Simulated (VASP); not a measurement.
A run of VASP 6.6.1 is set up as follows.

File INCAR:

```
  ALGO = Normal
  EDIFF = 1E-6
  ENCUT = 520
  GGA = PS
  ISIF = 2
  ISMEAR = -1
  LASPH = True
  LCHARG = True
  LELF = True
  LREAL = False
  LVHAR = True
  LWAVE = False
  NBANDS = 11
  NELM = 80
  PREC = Accurate
  SIGMA = 0.05
```

KPOINTS

```
k-points
0
Gamma
  8 8 8
```

The input POSCAR:

```
MgS
1.0
    0.0000000000      2.8331200468      2.8331200468
    2.8331200468      0.0000000000      2.8331200468
    2.8331200468      2.8331200468      0.0000000000
S Mg
1 1
Direct
    0.2577930000      0.2466650000      0.2502830000
   -0.0128600000      0.0110690000      0.0033980000
```

Potentials or basis: VASP PAW PBE potentials, release 64 (S, Mg).

Run with:

```sh
$ cat potpaw_PBE.64/S/POTCAR potpaw_PBE.64/Mg/POTCAR > POTCAR
$ mpirun -np 1 vasp_std > vasp.out
```

Q: Predict the pressure.

A: -0.4 GPa.

Q: Predict the band gap on the k mesh.

A: 3.21 eV, direct.

Q: Estimate the largest force.

A: 0.438 eV/Å.

Forces in eV/Å, atoms in the order of the input:
```
S    0.292 -0.292 -0.146
Mg  -0.292  0.292  0.146
```

Caveat: the cell differs from its parent crystal (atoms moved at random); the PAW data sets were made with another functional, which shifts forces and pressure a little. A k mesh can miss the band edges.
